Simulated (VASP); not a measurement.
Here is a VASP 6.6.1 calculation.

The input INCAR:

```
SYSTEM = PbSe
PREC = Accurate
ENCUT = 500
EDIFF = 1E-6
ISMEAR = 0
SIGMA = 0.05
LREAL = .False.
LASPH = .True.
NELM = 120
ALGO = Normal
ISIF = 2
LWAVE = .False.
LCHARG = .True.
GGA = PS
IVDW = 12
LELF = .True.
LVHAR = .True.
NBANDS = 17
GGA_COMPAT = .False.
```

Contents of KPOINTS:

```
regular mesh
0
Gamma
  6 6 6
  0 0 0
```

The input POSCAR:

```
PbSe
1.0
    0.0000000000      3.0108747684      3.0108747684
    3.0108747684      0.0000000000      3.0108747684
    3.0108747684      3.0108747684      0.0000000000
Pb Se
1 1
Direct
    0.5000000000      0.5000000000      0.5000000000
    0.0000000000      0.0000000000      0.0000000000
```

Potentials or basis: VASP PAW PBE potentials, release 64 (Pb_d, Se).

The run is started by

```console
$ cat potpaw_PBE.64/Pb_d/POTCAR potpaw_PBE.64/Se/POTCAR > POTCAR
$ mpirun -np 1 vasp_std > vasp.out
```

(1) Predict the band gap on the k mesh.

(2) Estimate the pressure.

(3) Estimate the dispersion energy per atom.

## Answers

(1) 0.03 eV, direct.

(2) -0.1 GPa.

(3) -0.376 eV.

Caveat: the PAW data sets were made with another functional, which shifts forces and pressure a little; spin-orbit coupling is left out, which moves the levels of the heavy elements.
